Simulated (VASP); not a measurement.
Write the native input for VASP 6.6.1 that does the following.

```
Task                   : single point
Functional             : BLYP
Potentials or basis    : VASP PAW PBE potentials, release 64 (Mg, Si)
Cutoff                 : 600 eV
k mesh                 : 2 × 2 × 2
Occupations            : gaussian, width 0.1 eV
Spin                   : collinear spin, zero start
Starting moments       : [0.0, 0.0, 0.0] μB
Dipole correction      : no
Further INCAR settings : ALGO = Normal; EDIFF = 1e-06; NBANDS = 15
```

The structure of Mg2Si lies in POSCAR:

```
Mg2Si
1.0
    0.0000000000      3.1698179195      3.1698179195
    3.1698179195      0.0000000000      3.1698179195
    3.1698179195      3.1698179195      0.0000000000
Mg Si
2 1
Direct
    0.2500000000      0.2500000000      0.2500000000
    0.7500000000      0.7500000000      0.7500000000
    0.0000000000      0.0000000000      0.0000000000
```

The input as run:

INCAR

```
SYSTEM = Mg2Si
PREC = Accurate
ENCUT = 600
EDIFF = 1E-6
ISMEAR = 0
SIGMA = 0.1
LREAL = .False.
LASPH = .True.
NELM = 200
ALGO = Normal
ISIF = 2
LWAVE = .False.
LCHARG = .False.
ISPIN = 2
MAGMOM = 0 0 0
LORBIT = 11
GGA = B5
ALDAX = 1.0
AGGAX = 1.0
AGGAC = 1.0
ALDAC = 0.0
NBANDS = 15
GGA_COMPAT = .False.
```

KPOINTS

```
Automatic mesh
0
Gamma
  2 2 2
  0 0 0
```

Potentials or basis: VASP PAW PBE potentials, release 64 (Mg, Si).

Command:

```sh
$ cat potpaw_PBE.64/Mg/POTCAR potpaw_PBE.64/Si/POTCAR > POTCAR
$ mpirun -np 1 vasp_std > vasp.out
```

Results of the run:

- Pressure: 3.2 GPa
- Band gap on the k mesh: 0.20 eV, indirect (least direct gap 1.88 eV)
- Net moment: 0.00 μB per cell
- Valence electrons inside the program's atomic spheres: Mg 0.33; Si 1.77

Caveat: the k points lie up to 0.86 Å⁻¹ apart; the PAW data sets were made with another functional, which shifts forces and pressure a little.

Run time: 63 s on 1 thread of Intel Xeon 8259CL, on a shared host, peak memory 0.22 GiB.
